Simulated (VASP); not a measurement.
Here is a VASP 6.6.1 calculation.

The input INCAR:

```
SYSTEM = Ni
  PREC = Accurate
  ENCUT = 520
  EDIFF = 1E-6
  ISMEAR = -1
  SIGMA = 0.1
  LREAL = .FALSE.
  LASPH = .TRUE.
  NELM = 150
  ALGO = Normal
  ISIF = 2
  LWAVE = .FALSE.
  LCHARG = .FALSE.
  ISPIN = 2
  MAGMOM = 1 1
  LORBIT = 11
  LMAXMIX = 4
  GGA = PS
  NBANDS = 21
```

KPOINTS

```
Automatic mesh
0
G
  14 14 14
  0 0 0
```

Contents of POSCAR:

```
Ni
1.0
    0.0000000000      2.5239073420      2.5239073420
    2.5239073420      0.0000000000      2.5239073420
    2.5239073420      2.5239073420      0.0000000000
Ni
2
Direct
   -0.1250000000     -0.1250000000     -0.1250000000
    0.1250000000      0.1250000000      0.1250000000
```

Potentials or basis: VASP PAW PBE potentials, release 64 (Ni).

The run is started by

```console
$ cat potpaw_PBE.64/Ni/POTCAR > POTCAR
$ mpirun -np 1 vasp_std > vasp.out
```

Question: Predict the pressure.

Answer: -2.2 GPa.

Question: Predict the net moment.

Answer: 1.56 μB per cell.

Question: Estimate the site moments.

Answer: Ni +0.78 μB.

Caveat: the PAW data sets were made with another functional, which shifts forces and pressure a little.
